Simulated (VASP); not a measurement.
# MgO2 (R-3m) in VASP: notebook

MgO2 is run at these levels: r2SCAN; tasks: single point.

Everything below comes from runs of VASP 6.6.1. Logs are shortened: lines on timing, memory, paths and dates and some standing lists are left out, and cuts for length are marked.

### Step 1. The cell of the first run

It takes space group R-3m (No. 166, trigonal). Conventional cell: a = 3.290 Å, b = 3.290 Å, c = 10.744 Å, α = 90.00°, β = 90.00°, γ = 120.00°. Mg (site symmetry -3m) has 6 O at 2.16 Å within 2.9 Å. O (site symmetry 3m) has 1 O at 1.53 Å within 2.0 Å.

### Step 2. Single point, r2SCAN (strain +0.025 along x and y, +0.025 along z)

POSCAR reads:

```
MgO2
1.0
    1.6448800414      0.9496719347      3.5813283468
   -1.6448800414      0.9496719347      3.5813283468
    0.0000000000     -1.8993438694      3.5813283468
Mg O
1 2
Direct
    0.0000000000      0.0000000000      0.0000000000
    0.4287860000      0.4287860000      0.4287860000
    0.5712140000      0.5712140000      0.5712140000
```

INCAR.step1 reads:

```
PREC     = Accurate       # precision mode
ENCUT    = 520            # plane-wave cutoff, eV
ISMEAR   = 0              # smearing method
SIGMA    = 0.05           # smearing width, eV
LREAL    = F              # projectors in reciprocal space
LASPH    = T              # aspherical terms in the spheres
NELM     = 100            # most SCF steps
NBANDS   = 14             # bands
GGA      = PE             # functional
ALGO     = Normal         # electronic algorithm
EDIFF    = 1E-4           # SCF threshold, eV
LWAVE    = T              # write WAVECAR
LCHARG   = F              # write CHGCAR
```

INCAR.step2 reads:

```
PREC     = Accurate       # precision mode
ENCUT    = 520            # plane-wave cutoff, eV
EDIFF    = 1E-6           # SCF threshold, eV
ISMEAR   = 0              # smearing method
SIGMA    = 0.05           # smearing width, eV
LREAL    = F              # projectors in reciprocal space
LASPH    = T              # aspherical terms in the spheres
NELM     = 100            # most SCF steps
ALGO     = Normal         # electronic algorithm
ISIF     = 2              # what is computed and relaxed
LWAVE    = F              # write WAVECAR
LCHARG   = F              # write CHGCAR
METAGGA  = R2SCAN         # meta-GGA
LMIXTAU  = T            
NBANDS   = 14             # bands
ISTART   = 1
```

KPOINTS reads:

```
regular mesh
0
Gamma
  12 12 12
```

Potentials or basis: VASP PAW PBE potentials, release 64 (Mg, O).

Launch:

```
$ cat potpaw_PBE.64/Mg/POTCAR potpaw_PBE.64/O/POTCAR > POTCAR
$ cp INCAR.step1 INCAR
$ mpirun -np 1 vasp_std > vasp.out
$ cp INCAR.step2 INCAR
$ mpirun -np 1 vasp_std > vasp.out
```

OUTCAR:

```text
PREC = Accurate
   ENCUT = 520
   EDIFF = 1E-6
   ISMEAR = 0
   LREAL = F
   LASPH = T
   NELM = 100
   ISIF = 2
   METAGGA = R2SCAN
   ISTART = 1

 ion  position               nearest neighbor table
   1  0.000  0.000  0.000-   3 2.16   3 2.16   2 2.16   2 2.16   3 2.16   2 2.16
   2  0.429  0.429  0.429-   3 1.53   1 2.16   1 2.16   1 2.16
   3  0.571  0.571  0.571-   2 1.53   1 2.16   1 2.16   1 2.16

  LATTYP: Found a trigonal (rhomboedric) cell.
 ALAT       =     4.0538154696
 COS(alpha) =     0.6707160928

  Lattice vectors:

 A1 = (   1.6448800414,   0.9496719347,   3.5813283468)
 A2 = (  -1.6448800414,   0.9496719347,   3.5813283468)
 A3 = (   0.0000000000,  -1.8993438694,   3.5813283468)

Analysis of symmetry for initial positions (statically):
=====================================================================
 Subroutine PRICEL returns:
 Original cell was already a primitive cell.

 Routine SETGRP: Setting up the symmetry group for a
 trigonal (rhombohedral) supercell.

 Subroutine GETGRP returns: Found 12 space group operations
 (whereof 12 operations were pure point group operations)
 out of a pool of 12 trial point group operations.

The static configuration has the point symmetry D_3d.

Analysis of symmetry for dynamics (positions and initial velocities):
=====================================================================
 Subroutine PRICEL returns:
 Original cell was already a primitive cell.

 Routine SETGRP: Setting up the symmetry group for a
 trigonal (rhombohedral) supercell.

 Subroutine GETGRP returns: Found 12 space group operations
 (whereof 12 operations were pure point group operations)
 out of a pool of 12 trial point group operations.

The dynamic configuration has the point symmetry D_3d.

 Subroutine INISYM returns: Found 12 space group operations
 (whereof 12 operations are pure point group operations),
 and found     1 'primitive' translations

----------------------------------------------------------------------------------------

                                     Primitive cell

  volume of cell :      33.5663

  direct lattice vectors                    reciprocal lattice vectors
     1.644880041  0.949671935  3.581328347     0.303973534  0.175499202  0.093075334
    -1.644880041  0.949671935  3.581328347    -0.303973534  0.175499202  0.093075334
     0.000000000 -1.899343869  3.581328347     0.000000000 -0.350998404  0.093075334

  length of vectors
     4.053815470  4.053815470  4.053815470     0.363129312  0.363129312  0.363129312

  position of ions in fractional coordinates (direct lattice)
     0.000000000  0.000000000  0.000000000
     0.428786000  0.428786000  0.428786000
     0.571214000  0.571214000  0.571214000

  ion indices of the primitive-cell ions
   primitive index   ion index
                 1           1
                 2           2
                 3           3

----------------------------------------------------------------------------------------

 KPOINTS: regular mesh

Automatic generation of k-mesh.
 Grid dimensions read from file:
 generate k-points for:   12   12   12

 Generating k-lattice:

  Cartesian coordinates                     Fractional coordinates (reciprocal lattice)
     0.025331128  0.014624933  0.007756278     0.083333333  0.000000000  0.000000000
    -0.025331128  0.014624933  0.007756278     0.000000000  0.083333333  0.000000000
     0.000000000 -0.029249867  0.007756278     0.000000000  0.000000000  0.083333333

  Length of vectors
     0.030260776  0.030260776  0.030260776

  Shift w.r.t. Gamma in fractional coordinates (k-lattice)
     0.000000000  0.000000000  0.000000000

 Subroutine IBZKPT returns following result:
 ===========================================

 Found    189 irreducible k-points:

 Following reciprocal coordinates:
            Coordinates               Weight
  0.000000  0.000000  0.000000      1.000000
  0.083333 -0.000000  0.000000      6.000000
  0.166667  0.000000  0.000000      6.000000
  0.250000  0.000000  0.000000      6.000000
  0.333333  0.000000  0.000000      6.000000
  0.416667  0.000000  0.000000      6.000000
[... 16 lines left out ...]
  0.500000  0.166667  0.000000     12.000000
 -0.416667  0.166667  0.000000     12.000000
 [... further k-points ...]
   k-points           NKPTS =    189   k-points in BZ     NKDIM =    189   number of bands    NBANDS=     14
   number of dos      NEDOS =    301   number of ions     NIONS =      3
   total plane-waves  NPLWV =  27000
   dimension x,y,z NGX =    30 NGY =   30 NGZ =   30
   dimension x,y,z NGXF=    60 NGYF=   60 NGZF=   60
   ions per type =               1   2
   NGX,Y,Z   is equivalent  to a cutoff of  12.30, 12.30, 12.30 a.u.
   NGXF,Y,Z  is equivalent  to a cutoff of  24.61, 24.61, 24.61 a.u.
 SYSTEM =  unknown system
   PREC   = accura    normal or accurate (medium, high low for compatibility)
   ISTART =      1    job   : 0-new  1-cont  2-samecut
   ICHARG =      0    charge: 1-file 2-atom 10-const
   ISPIN  =      1    spin polarized calculation?
   LNONCOLLINEAR =      F non collinear calculations
   LSORBIT =      F    spin-orbit coupling
   LASPH  =      T    aspherical Exc in radial PAW
   ENCUT  =  520.0 eV  38.22 Ry    6.18 a.u.   7.54  7.54  7.54*2*pi/ulx,y,z
   NELM   =    100;   NELMIN=  2; NELMDL=  0     # of ELM steps
   EDIFF  = 0.1E-05   stopping-criterion for ELM
   LREAL  =      F    real-space projection
[... 7 lines left out ...]
   TEBEG  =    0.0;   TEEND  =   0.0 temperature during run
   PSTRESS=    0.0 pullay stress
   NELECT =      14.0000    total number of electrons
   NUPDOWN=      -1.0000    fix difference up-down
   EMIN   =  10.00;   EMAX   =-10.00  energy-range for DOS
   EFERMI =   0.00;   METHOD = LEGACY
   ISMEAR =     0;   SIGMA  =   0.05  broadening in eV -4-tet -1-fermi 0-gaus
   EFERMI_NEDOS =   21; number of points for ismear=-14 and -15
   IALGO  =     38    algorithm
   IMIX   =      4    mixing-type and parameters
     AMIX     =   0.40;   BMIX     =  1.00
     AMIX_MAG =   1.60;   BMIX_MAG =  1.00
  volume/ion in A,a.u.               =      11.19        75.51
  Fermi-wavevector in a.u.,A,eV,Ry     =   1.223160  2.311436 20.355938  1.496119
  Thomas-Fermi vector in A             =   2.358280
   LORBIT       =      0    0 simple, 1 ext, 2 COOP (PROOUT), +10 PAW based schemes
   METAGGA = R2SCAN    functional components
   LHFCALC =     F    Hartree Fock is set to
   AEXX    =    0.0000 exact exchange contribution
   IVDW    =     0    specifies the selected vdW correction
   LEPSILON=     F    determine dielectric tensor
   LRPA    =     F    only Hartree local field effects (RPA)
 non-spin polarized calculation
 Gauss-broadening in eV      SIGMA  =   0.05
  energy-cutoff  :      520.00
  volume of cell :       33.57
 maximum number of plane-waves:       918
   NGX = 15   NGY = 15   NGZ = 15

 number of electron      13.9999999 magnetization

 Free energy of the ion-electron system (eV)
  ---------------------------------------------------
  ext. energy  EPLUGINS =         0.00000000
  ---------------------------------------------------
  free energy    TOTEN  =       -21.40531105 eV

  energy without entropy =      -21.40531105  energy(sigma->0) =      -21.40531105

 E-fermi :   1.9419     XC(G=0): -10.3800

 val. band max:        1.6031149473   @ k =   0.5000   0.5000   0.5000
 cond. band min:       4.0858597912   @ k =   0.5000   0.5000   0.5000
 fundamental gap:      2.4827448438
 Fermi energy:         1.9418546738

 k-point     1 :       0.0000    0.0000    0.0000
  band No.  band energies     occupation
      1     -19.9955      2.00000
      2     -13.8212      2.00000
      3      -5.4098      2.00000
      4      -1.5183      2.00000
      5      -1.5183      2.00000
      6       0.8803      2.00000
      7       0.8803      2.00000
      8       6.6047      0.00000
      9       6.7834      0.00000
     10      14.0947      0.00000
     11      16.1659      0.00000
     12      17.1299      0.00000
     13      17.1299      0.00000
     14      18.5481      0.00000

 k-point     2 :       0.0833   -0.0000    0.0000
  band No.  band energies     occupation
      1     -19.9687      2.00000
      2     -13.8364      2.00000
      3      -5.3656      2.00000
      4      -1.6984      2.00000
      5      -1.5387      2.00000
      6       0.8379      2.00000
      7       0.8502      2.00000
      8       6.6271      0.00000
      9       7.0077      0.00000
     10      14.1418      0.00000
     11      16.2755      0.00000
     12      16.3313      0.00000
     13      17.3139      0.00000
     14      18.2395      0.00000

 k-point     3 :       0.1667    0.0000    0.0000
  band No.  band energies     occupation
      1     -19.8938      2.00000
      2     -13.8788      2.00000
      3      -5.2427      2.00000
      4      -2.1595      2.00000
      5      -1.5935      2.00000
      6       0.7387      2.00000
      7       0.7687      2.00000
      8       6.5872      0.00000
      9       7.6833      0.00000
     10      14.2683      0.00000
     11      15.0615      0.00000
     12      16.5535      0.00000
     13      17.5323      0.00000
     14      17.8484      0.00000
[... 324 lines left out ...]
 k-point    23 :       0.5000    0.1667    0.0000
  band No.  band energies     occupation
      1     -19.5416      2.00000
      2     -14.1462      2.00000
      3      -4.3764      2.00000
      4      -3.7202      2.00000
      5      -2.1250      2.00000
      6       0.2196      2.00000
      7       0.7465      2.00000
      8       5.9511      0.00000
      9      11.2767      0.00000
     10      12.1180      0.00000
     11      14.3708      0.00000
     12      16.4129      0.00000
     13      17.0274      0.00000
     14      19.3105      0.00000

 k-point    24 :      -0.4167    0.1667    0.0000
  band No.  band energies     occupation
      1     -19.5337      2.00000
      2     -14.1028      2.00000
      3      -4.5226      2.00000
      4      -3.6620      2.00000
      5      -2.1741      2.00000
      6       0.2795      2.00000
      7       0.5538      2.00000
      8       6.0425      0.00000
      9      11.3748      0.00000
     10      12.2420      0.00000
     11      14.6450      0.00000
     12      16.4264      0.00000
     13      16.7510      0.00000
     14      19.2864      0.00000

 [... further k-points ...]

------------------------ aborting loop because EDIFF is reached ----------------------------------------

  FORCE on cell =-STRESS in cart. coord.  units (eV):
  Direction    XX          YY          ZZ          XY          YZ          ZX
  --------------------------------------------------------------------------------------
  -------------------------------------------------------------------------------------
  Total       -2.5003351     -2.5003351     -3.5536377      0.0000000      0.0000000      0.0000000
  in kB     -119.3453675   -119.3453675   -169.6213477      0.0000000      0.0000000      0.0000000
  external PRESSURE =    -136.1040276 kB  Pullay stress =       0.0000000 kB

 VOLUME and BASIS-vectors are now :
 -----------------------------------------------------------------------------
  energy-cutoff  :      520.00
  volume of cell :       33.57
      direct lattice vectors                 reciprocal lattice vectors
     1.644880041  0.949671935  3.581328347     0.303973534  0.175499202  0.093075334
    -1.644880041  0.949671935  3.581328347    -0.303973534  0.175499202  0.093075334
     0.000000000 -1.899343869  3.581328347     0.000000000 -0.350998404  0.093075334

 POSITION                                       TOTAL-FORCE (eV/Angst)
 -----------------------------------------------------------------------------------
      0.00000      0.00000      0.00000         0.000000      0.000000      0.000000
      0.00000      0.00000      4.60687         0.000000      0.000000      0.303852
      0.00000      0.00000      6.13711         0.000000      0.000000     -0.303852
 -----------------------------------------------------------------------------------
    total drift:                                0.000000     -0.000000      0.000000

  FREE ENERGIE OF THE ION-ELECTRON SYSTEM (eV)
  ---------------------------------------------------
  free  energy   TOTEN  =       -21.4053110527 eV

  energy  without entropy=      -21.4053110527  energy(sigma->0) =      -21.40531105
```

Wall time 3.3 min (1 thread of Intel Xeon 6975P-C (Granite Rapids), shared host); peak memory 0.24 GiB.

What came out:

```
Free energy            : -21.4053 eV
Pressure               : -13.6 GPa
Largest force          : 0.304 eV/Å
Band gap on the k mesh : 2.48 eV
```

Forces on the atoms (eV/Å):
```
Mg   0.000  0.000  0.000
O    0.000  0.000  0.304
O    0.000  0.000 -0.304
```

Caveat: the cell differs from its parent crystal (strain +0.025 along x and y, +0.025 along z); the cell stands under tension; the PAW data sets were made with another functional, which shifts forces and pressure a little.

### Step 3. Single point, r2SCAN (strain +0.050 along x and y, +0.000 along z)

POSCAR reads:

```
MgO2
1.0
    1.6849990668      0.9728346648      3.4939788749
   -1.6849990668      0.9728346648      3.4939788749
    0.0000000000     -1.9456693296      3.4939788749
Mg O
1 2
Direct
    0.0000000000      0.0000000000      0.0000000000
    0.4287860000      0.4287860000      0.4287860000
    0.5712140000      0.5712140000      0.5712140000
```

INCAR.step1 reads:

```
ALGO = Normal
EDIFF = 1E-4
ENCUT = 520
GGA = PE
ISMEAR = 0
LASPH = T
LCHARG = F
LREAL = F
LWAVE = T
NBANDS = 14
NELM = 80
PREC = Accurate
SIGMA = 0.05
```

INCAR.step2 reads:

```
ALGO = Normal
EDIFF = 1E-6
ENCUT = 520
ISIF = 2
ISMEAR = 0
ISTART = 1
LASPH = T
LCHARG = T
LELF = T
LMIXTAU = T
LREAL = F
LVHAR = T
LWAVE = F
METAGGA = R2SCAN
NBANDS = 14
NELM = 80
PREC = Accurate
SIGMA = 0.05
```

KPOINTS reads:

```
k-points
0
Gamma
  12 12 12
```

Potentials or basis: VASP PAW PBE potentials, release 64 (Mg, O).

Launch:

```
$ cat potpaw_PBE.64/Mg/POTCAR potpaw_PBE.64/O/POTCAR > POTCAR
$ cp INCAR.step1 INCAR
$ mpirun -np 1 vasp_std > vasp.out
$ cp INCAR.step2 INCAR
$ mpirun -np 1 vasp_std > vasp.out
```

Run time: 3.2 min. Hardware: 1 thread of Intel Xeon 6975P-C (Granite Rapids), shared host; peak memory 0.23 GiB.

The run converged. Its results:

| Property | Result |
| --- | --- |
| Free energy | -21.3192 eV |
| Pressure | -13.2 GPa |
| Largest force | 0.557 eV/Å |
| Band gap on the k mesh | 3.00 eV |

Forces on the atoms (eV/Å):
```
Mg   0.000  0.000  0.000
O    0.000  0.000 -0.557
O    0.000  0.000  0.557
```

Stress tensor (GPa, compression positive):
```
-16.73   0.00   0.00
  0.00 -16.73   0.00
  0.00   0.00  -6.03
```

Levels at points of the mesh, in eV from the valence-band top:
| k point | band 3 | band 4 | band 5 | band 6 | band 7 | band 8 | band 9 | band 10 | band 11 | band 12 |
| --- | --- | --- | --- | --- | --- | --- | --- | --- | --- | --- |
| (0.00, 0.00, 0.00) | -7.14 | -3.49 | -3.49 | -0.76 | -0.76 | 4.41 | 5.60 | 12.58 | 14.72 | 14.78 |
| (0.50, 0.00, 0.00) | -6.27 | -5.79 | -3.72 | -1.20 | -0.85 | 4.97 | 8.58 | 9.72 | 12.76 | 14.25 |
| (0.50, 0.50, 0.00) | -5.68 | -5.14 | -4.42 | -1.88 | -0.04 | 4.29 | 7.81 | 10.66 | 12.48 | 13.10 |
| (0.50, 0.50, 0.50) | -4.72 | -3.98 | -3.98 | 0.00 | 0.00 | 3.00 | 5.05 | 9.55 | 13.79 | 13.79 |

Caveat: the cell differs from its parent crystal (strain +0.050 along x and y, +0.000 along z); the cell stands under tension; the PAW data sets were made with another functional, which shifts forces and pressure a little. A k mesh can miss the band edges.

(Part 1 of 2 ends here.)
